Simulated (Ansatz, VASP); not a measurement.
# One calculation of BeTe, two programs

```xyz
2
Lattice="0.0000 2.8286 2.8286 2.8286 0.0000 2.8286 2.8286 2.8286 0.0000" Properties=species:S:1:pos:R:3 pbc="T T T"
Be    0.0000    0.0000    0.0000
Te    1.4143    1.4143    1.4143
```

Alike in both runs: task single point; functional PBE; k mesh 8 × 8 × 8; no spin polarisation.

|  | VASP | Ansatz |
| --- | --- | --- |
| version | VASP 6.6.1 | Ansatz 0.2.0 |
| potentials or method | VASP PAW PBE potentials, release 64 (Be, Te) | plane waves, PAW |
| plane-wave cutoff (eV) | 520 | 420 |
| occupations | gaussian, width 0.01 eV | fixed |
| valence electrons in the cell | 8 | 18 |

```tsv
	VASP	Ansatz	Ansatz less VASP
gap on the k mesh at the Fermi level (eV)	2.01	2.02	+0.014
```

VASP's potentials hold 8 valence electrons a cell and Ansatz's 18, so a difference there can come from the potentials and not from the codes.

Neither program's run includes spin-orbit coupling.
